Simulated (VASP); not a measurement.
# MnSe (F-43m) in VASP: notebook

MnSe is run at these levels: LDA; tasks: single point.

Everything below comes from runs of VASP 6.6.1. Logs are shortened: lines on timing, memory, paths and dates and some standing lists are left out, and cuts for length are marked.

## Step 1: The cell of the first run

The structure is cubic, space group F-43m (No. 216). Conventional cell: a = 5.820 Å, b = 5.820 Å, c = 5.820 Å, α = 90.00°, β = 90.00°, γ = 90.00°. Within 3.3 Å of Mn (site symmetry -43m) lie 4 Se at 2.52 Å. Se (site symmetry -43m) has 4 Mn at 2.52 Å within 3.3 Å.

## Step 2: Single point, LDA

INCAR reads:

```
ALGO = Normal
EDIFF = 1E-6
ENCUT = 520
ISIF = 2
ISMEAR = 0
LASPH = T
LCHARG = F
LREAL = F
LWAVE = F
NBANDS = 16
NELM = 80
PREC = Accurate
SIGMA = 0.05
```

KPOINTS reads:

```
k-points
0
Gamma
  10 10 10
```

POSCAR reads:

```
MnSe
1.0
    0.0000000000      2.9099991734      2.9099991734
    2.9099991734      0.0000000000      2.9099991734
    2.9099991734      2.9099991734      0.0000000000
Mn Se
1 1
Direct
    0.0000000000      0.0000000000      0.0000000000
    0.7500000000      0.7500000000      0.7500000000
```

Potentials or basis: VASP PAW LDA potentials, release 64 (Mn_pv, Se).

Started as:

```sh
cat potpaw_LDA.64/Mn_pv/POTCAR potpaw_LDA.64/Se/POTCAR > POTCAR
mpirun -np 1 vasp_std > vasp.out
```

OUTCAR:

```text
EDIFF = 1E-6
   ENCUT = 520
   ISIF = 2
   ISMEAR = 0
   LASPH = T
   LREAL = F
   NELM = 80
   PREC = Accurate

 ion  position               nearest neighbor table
   1  0.000  0.000  0.000-   2 2.52   2 2.52   2 2.52   2 2.52
   2  0.750  0.750  0.750-   1 2.52   1 2.52   1 2.52   1 2.52

  LATTYP: Found a face centered cubic cell.
 ALAT       =     5.8199983468

  Lattice vectors:

 A1 = (   0.0000000000,   2.9099991734,   2.9099991734)
 A2 = (   2.9099991734,   0.0000000000,   2.9099991734)
 A3 = (   2.9099991734,   2.9099991734,   0.0000000000)

Analysis of symmetry for initial positions (statically):
=====================================================================
 Subroutine PRICEL returns:
 Original cell was already a primitive cell.

 Routine SETGRP: Setting up the symmetry group for a
 face centered cubic supercell.

 Subroutine GETGRP returns: Found 24 space group operations
 (whereof 24 operations were pure point group operations)
 out of a pool of 48 trial point group operations.

The static configuration has the point symmetry T_d .

Analysis of symmetry for dynamics (positions and initial velocities):
=====================================================================
 Subroutine PRICEL returns:
 Original cell was already a primitive cell.

 Routine SETGRP: Setting up the symmetry group for a
 face centered cubic supercell.

 Subroutine GETGRP returns: Found 24 space group operations
 (whereof 24 operations were pure point group operations)
 out of a pool of 48 trial point group operations.

The dynamic configuration has the point symmetry T_d .

 Subroutine INISYM returns: Found 24 space group operations
 (whereof 24 operations are pure point group operations),
 and found     1 'primitive' translations

----------------------------------------------------------------------------------------

                                     Primitive cell

  volume of cell :      49.2843

  direct lattice vectors                    reciprocal lattice vectors
     0.000000000  2.909999173  2.909999173    -0.171821355  0.171821355  0.171821355
     2.909999173  0.000000000  2.909999173     0.171821355 -0.171821355  0.171821355
     2.909999173  2.909999173  0.000000000     0.171821355  0.171821355 -0.171821355

  length of vectors
     4.115360298  4.115360298  4.115360298     0.297603316  0.297603316  0.297603316

  position of ions in fractional coordinates (direct lattice)
     0.000000000  0.000000000  0.000000000
     0.750000000  0.750000000  0.750000000

  ion indices of the primitive-cell ions
   primitive index   ion index
                 1           1
                 2           2

----------------------------------------------------------------------------------------

 KPOINTS: k-points

Automatic generation of k-mesh.
 Grid dimensions read from file:
 generate k-points for:   10   10   10

 Generating k-lattice:

  Cartesian coordinates                     Fractional coordinates (reciprocal lattice)
    -0.017182135  0.017182135  0.017182135     0.100000000  0.000000000  0.000000000
     0.017182135 -0.017182135  0.017182135     0.000000000  0.100000000  0.000000000
     0.017182135  0.017182135 -0.017182135     0.000000000  0.000000000  0.100000000

  Length of vectors
     0.029760332  0.029760332  0.029760332

  Shift w.r.t. Gamma in fractional coordinates (k-lattice)
     0.000000000  0.000000000  0.000000000

 Subroutine IBZKPT returns following result:
 ===========================================

 Found     47 irreducible k-points:

 Following reciprocal coordinates:
            Coordinates               Weight
  0.000000  0.000000  0.000000      1.000000
  0.100000  0.000000  0.000000      8.000000
  0.200000  0.000000  0.000000      8.000000
  0.300000  0.000000  0.000000      8.000000
  0.400000  0.000000  0.000000      8.000000
  0.500000  0.000000  0.000000      4.000000
[... 16 lines left out ...]
  0.300000  0.300000  0.000000      6.000000
  0.400000  0.300000  0.000000     24.000000
 [... further k-points ...]
   k-points           NKPTS =     47   k-points in BZ     NKDIM =     47   number of bands    NBANDS=     16
   number of dos      NEDOS =    301   number of ions     NIONS =      2
   total plane-waves  NPLWV =  32768
   dimension x,y,z NGX =    32 NGY =   32 NGZ =   32
   dimension x,y,z NGXF=    64 NGYF=   64 NGZF=   64
   ions per type =               1   1
   NGX,Y,Z   is equivalent  to a cutoff of  12.93, 12.93, 12.93 a.u.
   NGXF,Y,Z  is equivalent  to a cutoff of  25.85, 25.85, 25.85 a.u.
 SYSTEM =  unknown system
   PREC   = accura    normal or accurate (medium, high low for compatibility)
   ISTART =      0    job   : 0-new  1-cont  2-samecut
   ICHARG =      2    charge: 1-file 2-atom 10-const
   ISPIN  =      1    spin polarized calculation?
   LNONCOLLINEAR =      F non collinear calculations
   LSORBIT =      F    spin-orbit coupling
   LASPH  =      T    aspherical Exc in radial PAW
   ENCUT  =  520.0 eV  38.22 Ry    6.18 a.u.   7.65  7.65  7.65*2*pi/ulx,y,z
   NELM   =     80;   NELMIN=  2; NELMDL= -5     # of ELM steps
   EDIFF  = 0.1E-05   stopping-criterion for ELM
   LREAL  =      F    real-space projection
   EDIFFG = 0.1E-04   stopping-criterion for IOM
   NSW    =      0    number of steps for IOM
   IBRION =     -1    ionic relax: 0-MD 1-quasi-New 2-CG
   NFREE  =      0    steps in history (QN), initial steepest desc. (CG)
   ISIF   =      2    stress and relaxation
   ISYM   =      2    0-nonsym 1-usesym 2-fastsym
   POTIM  = 0.5000    time-step for ionic-motion
   TEBEG  =    0.0;   TEEND  =   0.0 temperature during run
   PSTRESS=    0.0 pullay stress
   NELECT =      19.0000    total number of electrons
   NUPDOWN=      -1.0000    fix difference up-down
   EMIN   =  10.00;   EMAX   =-10.00  energy-range for DOS
   EFERMI =   0.00;   METHOD = LEGACY
   ISMEAR =     0;   SIGMA  =   0.05  broadening in eV -4-tet -1-fermi 0-gaus
   EFERMI_NEDOS =   21; number of points for ismear=-14 and -15
   IALGO  =     38    algorithm
   IMIX   =      4    mixing-type and parameters
     AMIX     =   0.40;   BMIX     =  1.00
     AMIX_MAG =   1.60;   BMIX_MAG =  1.00
  volume/ion in A,a.u.               =      24.64       166.29
  Fermi-wavevector in a.u.,A,eV,Ry     =   1.191488  2.251587 19.315439  1.419645
  Thomas-Fermi vector in A             =   2.327549
   LORBIT       =      0    0 simple, 1 ext, 2 COOP (PROOUT), +10 PAW based schemes
   GGA     = CA    functional components
   LHFCALC =     F    Hartree Fock is set to
   AEXX    =    0.0000 exact exchange contribution
   IVDW    =     0    specifies the selected vdW correction
   LEPSILON=     F    determine dielectric tensor
   LRPA    =     F    only Hartree local field effects (RPA)
 non-spin polarized calculation
 Gauss-broadening in eV      SIGMA  =   0.05
  energy-cutoff  :      520.00
  volume of cell :       49.28
 maximum number of plane-waves:      1363
   NGX = 15   NGY = 15   NGZ = 15

 number of electron      19.0000008 magnetization

 Free energy of the ion-electron system (eV)
  ---------------------------------------------------
  ext. energy  EPLUGINS =         0.00000000
  ---------------------------------------------------
  free energy    TOTEN  =       -12.75484313 eV

  energy without entropy =      -12.74823348  energy(sigma->0) =      -12.75153831

 E-fermi :   2.9436     XC(G=0):  -9.5547

 val. band max:        2.9402998516   @ k =   0.5000   0.3000   0.1000
 cond. band min:       2.9460693432   @ k =   0.5000   0.4000   0.1000
 fundamental gap:      0.0057694916
 Fermi energy:         2.9436405472

 k-point     1 :       0.0000    0.0000    0.0000
  band No.  band energies     occupation
      1     -44.2300      2.00000
      2     -44.2300      2.00000
      3     -44.2300      2.00000
      4     -10.6554      2.00000
      5      -0.1237      2.00000
      6      -0.1237      2.00000
[... 8 lines left out ...]
     15       9.5428      0.00000
     16       9.5428      0.00000

 k-point     2 :       0.1000    0.0000    0.0000
  band No.  band energies     occupation
      1     -44.2302      2.00000
      2     -44.2300      2.00000
      3     -44.2300      2.00000
      4     -10.6080      2.00000
      5      -0.3243      2.00000
      6      -0.1095      2.00000
[... 8 lines left out ...]
     15       9.7013      0.00000
     16       9.7013      0.00000

 k-point     3 :       0.2000    0.0000    0.0000
  band No.  band energies     occupation
      1     -44.2309      2.00000
      2     -44.2301      2.00000
      3     -44.2301      2.00000
      4     -10.4797      2.00000
      5      -0.7913      2.00000
      6      -0.0744      2.00000
[... 8 lines left out ...]
     15      10.0183      0.00000
     16      10.0183      0.00000

 k-point     4 :       0.3000    0.0000    0.0000
  band No.  band energies     occupation
      1     -44.2318      2.00000
      2     -44.2303      2.00000
      3     -44.2303      2.00000
      4     -10.3118      2.00000
      5      -1.2975      2.00000
      6      -0.0362      2.00000
[... 8 lines left out ...]
     15      10.1675      0.00000
     16      10.1675      0.00000

 k-point     5 :       0.4000    0.0000    0.0000
  band No.  band energies     occupation
      1     -44.2324      2.00000
      2     -44.2304      2.00000
      3     -44.2304      2.00000
      4     -10.1674      2.00000
      5      -1.6744      2.00000
      6      -0.0103      2.00000
[... 8 lines left out ...]
     15      10.1197      0.00000
     16      10.4064      0.00000

 k-point     6 :       0.5000    0.0000    0.0000
  band No.  band energies     occupation
      1     -44.2327      2.00000
      2     -44.2304      2.00000
      3     -44.2304      2.00000
      4     -10.1100      2.00000
      5      -1.8136      2.00000
      6      -0.0018      2.00000
[... 8 lines left out ...]
     15      10.0772      0.00000
     16      10.6952      0.00000

 k-point     7 :       0.1000    0.1000    0.0000
  band No.  band energies     occupation
      1     -44.2302      2.00000
      2     -44.2300      2.00000
      3     -44.2300      2.00000
      4     -10.5922      2.00000
      5      -0.3591      2.00000
      6      -0.1172      2.00000
[... 8 lines left out ...]
     15       9.8951      0.00000
     16       9.8951      0.00000

 k-point     8 :       0.2000    0.1000    0.0000
  band No.  band energies     occupation
      1     -44.2307      2.00000
      2     -44.2302      2.00000
      3     -44.2301      2.00000
      4     -10.4909      2.00000
      5      -0.7028      2.00000
      6      -0.0978      2.00000
[... 8 lines left out ...]
     15      10.1225      0.00000
     16      10.2784      0.00000

 k-point     9 :       0.3000    0.1000    0.0000
  band No.  band energies     occupation
      1     -44.2315      2.00000
      2     -44.2303      2.00000
      3     -44.2303      2.00000
      4     -10.3357      2.00000
      5      -1.1520      2.00000
      6      -0.0862      2.00000
[... 8 lines left out ...]
     15      10.0266      0.00000
     16      10.5192      0.00000
[... 172 lines left out ...]
 k-point    19 :       0.5000    0.2000    0.0000
  band No.  band energies     occupation
      1     -44.2324      2.00000
      2     -44.2309      2.00000
      3     -44.2306      2.00000
      4     -10.0522      2.00000
      5      -1.5450      2.00000
      6      -0.3771      2.00000
[... 8 lines left out ...]
     15      10.7055      0.00000
     16      11.0757      0.00000

 k-point    20 :      -0.4000    0.2000    0.0000
  band No.  band energies     occupation
      1     -44.2324      2.00000
      2     -44.2310      2.00000
      3     -44.2305      2.00000
      4     -10.0395      2.00000
      5      -1.5172      2.00000
      6      -0.4987      2.00000
[... 8 lines left out ...]
     15      10.8717      0.00000
     16      11.0821      0.00000

 k-point    21 :      -0.3000    0.2000    0.0000
  band No.  band energies     occupation
      1     -44.2321      2.00000
      2     -44.2310      2.00000
      3     -44.2304      2.00000
      4     -10.1192      2.00000
      5      -1.3845      2.00000
      6      -0.4770      2.00000
[... 8 lines left out ...]
     15      10.2249      0.00000
     16      10.7136      0.00000

 k-point    22 :      -0.2000    0.2000    0.0000
  band No.  band energies     occupation
      1     -44.2317      2.00000
      2     -44.2307      2.00000
      3     -44.2303      2.00000
      4     -10.2550      2.00000
      5      -1.2052      2.00000
      6      -0.3185      2.00000
[... 8 lines left out ...]
     15       9.5490      0.00000
     16      10.4731      0.00000

 k-point    23 :       0.3000    0.3000    0.0000
  band No.  band energies     occupation
      1     -44.2318      2.00000
      2     -44.2306      2.00000
      3     -44.2306      2.00000
      4     -10.1989      2.00000
      5      -1.3481      2.00000
      6      -0.0531      2.00000
[... 8 lines left out ...]
     15      11.2355      0.00000
     16      12.0139      0.00000

 k-point    24 :       0.4000    0.3000    0.0000
  band No.  band energies     occupation
      1     -44.2322      2.00000
      2     -44.2308      2.00000
      3     -44.2308      2.00000
      4     -10.0854      2.00000
      5      -1.5137      2.00000
      6      -0.1186      2.00000
[... 8 lines left out ...]
     15      11.0874      0.00000
     16      12.3712      0.00000

 [... further k-points ...]
[... 5 lines left out ...]
  --------------------------------------------------------------------------------------
  -------------------------------------------------------------------------------------
  Total       -6.1897088     -6.1897088     -6.1897088     -0.0000000      0.0000000     -0.0000000
  in kB     -201.2204915   -201.2204915   -201.2204915     -0.0000000      0.0000000     -0.0000000
  external PRESSURE =    -201.2204915 kB  Pullay stress =       0.0000000 kB

 VOLUME and BASIS-vectors are now :
 -----------------------------------------------------------------------------
  energy-cutoff  :      520.00
  volume of cell :       49.28
      direct lattice vectors                 reciprocal lattice vectors
     0.000000000  2.909999173  2.909999173    -0.171821355  0.171821355  0.171821355
     2.909999173  0.000000000  2.909999173     0.171821355 -0.171821355  0.171821355
     2.909999173  2.909999173  0.000000000     0.171821355  0.171821355 -0.171821355

 POSITION                                       TOTAL-FORCE (eV/Angst)
 -----------------------------------------------------------------------------------
      0.00000      0.00000      0.00000         0.000000      0.000000      0.000000
      4.36500      4.36500      4.36500        -0.000000     -0.000000     -0.000000
 -----------------------------------------------------------------------------------
    total drift:                               -0.000000     -0.000000     -0.000000

  FREE ENERGIE OF THE ION-ELECTRON SYSTEM (eV)
  ---------------------------------------------------
  free  energy   TOTEN  =       -12.7548431349 eV

  energy  without entropy=      -12.7482334768  energy(sigma->0) =      -12.75153831
```

It took 48 s on 1 thread of Intel Xeon 8259CL, shared host; peak memory 0.17 GiB.

What came out:

| Item | Value |
| --- | --- |
| Free energy | -12.7548 eV |
| Pressure | -20.1 GPa |
| Band gap on the k mesh | zero (an odd number of electrons rules out a gap without spin polarisation) |

Caveat: the cell stands under tension; an odd number of electrons without spin polarisation forces a metal; a magnetic or distorted state may lie lower; the run has no spin polarisation, though such a crystal can be magnetic; semilocal functionals often make such compounds metallic where correlation or magnetic order opens a gap, which also shifts bond lengths. Spin polarisation is off, so any magnetic state and its effect on volume and gap are missing.

## Step 3: Single point, LDA, collinear spin, ferromagnetic start

INCAR reads:

```
SYSTEM = MnSe
PREC = Accurate ; ENCUT = 520
EDIFF = 1E-6 ; ISMEAR = 0
SIGMA = 0.05 ; LREAL = .FALSE.
LASPH = .TRUE. ; NELM = 150
ALGO = Normal ; ISIF = 2
LWAVE = .FALSE. ; LCHARG = .FALSE.
ISPIN = 2 ; MAGMOM = 5 0
LORBIT = 11 ; LMAXMIX = 4
GGA = CA ; NBANDS = 20
```

KPOINTS reads:

```
Automatic mesh
0
G
  10 10 10
  0 0 0
```

POSCAR is that of step 2.

Potentials or basis: VASP PAW LDA potentials, release 64 (Mn_pv, Se).

Started as:

```sh
cat potpaw_LDA.64/Mn_pv/POTCAR potpaw_LDA.64/Se/POTCAR > POTCAR
mpirun -np 1 vasp_std > vasp.out
```

Wall time 2 min (1 thread of Intel Xeon 8259CL, shared host); peak memory 0.21 GiB.

The run converged. Its results:

```
Free energy                                           : -13.9547 eV
Pressure                                              : -3.7 GPa
Net moment                                            : 4.72 μB per cell
Site moments                                          : Mn +4.16; Se +0.09 μB
Valence electrons inside the program's atomic spheres : Mn 11.41; Se 3.90
```

Levels at points of the mesh, in eV from the Fermi level:
Spin up:
```csv
k point,band 8,band 9,band 10,band 11,band 12,band 13,band 14,band 15,band 16,band 17
"(0.00, 0.00, 0.00)",-2.84,-2.84,0.62,0.62,0.62,0.82,5.69,5.69,5.69,10.49
"(0.50, 0.00, 0.00)",-2.75,-2.75,-2.57,-0.43,-0.43,2.68,6.17,6.17,7.10,10.23
"(0.50, 0.50, 0.00)",-2.82,-2.67,-2.44,-1.83,-1.83,2.67,4.09,9.36,10.58,10.58
```
Spin down:
```
           k point  band 3  band 4  band 5  band 6  band 7  band 8  band 9  band 10  band 11  band 12
(0.00, 0.00, 0.00)  -45.92  -13.55   -2.83   -2.83   -2.83    0.61    0.61     1.52     2.91     2.91
(0.50, 0.00, 0.00)  -45.92  -12.98   -4.83   -2.76   -2.76    0.66    0.71     0.71     1.87     1.87
(0.50, 0.50, 0.00)  -45.92  -12.80   -4.74   -2.88   -2.88   -0.09    0.61     0.92     1.06     1.06
```

Caveat: the cell stands under tension; a cell with one magnetic atom can't hold antiferromagnetic order, which such compounds often take; semilocal functionals often make such compounds metallic where correlation or magnetic order opens a gap, which also shifts bond lengths. With open d or f shells a metallic result of LDA can be an artefact of self-interaction; +U or a hybrid may open a gap.

## Step 4: Single point, LDA, collinear spin, ferromagnetic start

INCAR reads:

```
ALGO = Normal
EDIFF = 1E-6
ENCUT = 520
GGA = CA
ISIF = 2
ISMEAR = 0
ISPIN = 2
LASPH = T
LCHARG = T
LELF = T
LMAXMIX = 4
LORBIT = 11
LREAL = F
LVHAR = T
LWAVE = F
MAGMOM = 0.5 0
NBANDS = 20
NELM = 150
PREC = Accurate
SIGMA = 0.05
```

KPOINTS reads:

```
k-points
0
Gamma
  10 10 10
```

POSCAR is that of step 3.

Started as:

```sh
cat potpaw_LDA.64/Mn_pv/POTCAR potpaw_LDA.64/Se/POTCAR > POTCAR
mpirun -np 1 vasp_std > vasp.out
```

It took 2.7 min on 1 thread of Intel Xeon 8259CL, shared host; peak memory 0.21 GiB.

The run converged. Its results:

| Quantity | Value |
| --- | --- |
| Free energy | -12.7548 eV |
| Pressure | -20.1 GPa |
| Net moment | 0.00 μB per cell |
| Valence electrons inside the program's atomic spheres | Mn 11.53; Se 3.78 |

Levels at points of the mesh, in eV from the Fermi level:
Spin up:
| k point | band 6 | band 7 | band 8 | band 9 | band 10 | band 11 | band 12 | band 13 |
| --- | --- | --- | --- | --- | --- | --- | --- | --- |
| (0.00, 0.00, 0.00) | -3.07 | -3.07 | -0.28 | -0.28 | 1.59 | 2.10 | 2.10 | 2.10 |
| (0.50, 0.00, 0.00) | -2.95 | -2.95 | -0.22 | -0.20 | -0.20 | 1.13 | 1.13 | 3.59 |
| (0.50, 0.50, 0.00) | -2.93 | -2.93 | -0.69 | -0.12 | -0.03 | 0.16 | 0.16 | 3.80 |
Spin down:
| k point | band 7 | band 8 | band 9 | band 10 | band 11 | band 12 |
| --- | --- | --- | --- | --- | --- | --- |
| (0.00, 0.00, 0.00) | -3.07 | -0.28 | -0.28 | 1.59 | 2.09 | 2.09 |
| (0.50, 0.00, 0.00) | -2.95 | -0.22 | -0.20 | -0.20 | 1.13 | 1.13 |
| (0.50, 0.50, 0.00) | -2.93 | -0.69 | -0.12 | -0.03 | 0.16 | 0.16 |

Caveat: the cell stands under tension; semilocal functionals often make such compounds metallic where correlation or magnetic order opens a gap, which also shifts bond lengths. With open d or f shells a metallic result of LDA can be an artefact of self-interaction; +U or a hybrid may open a gap.
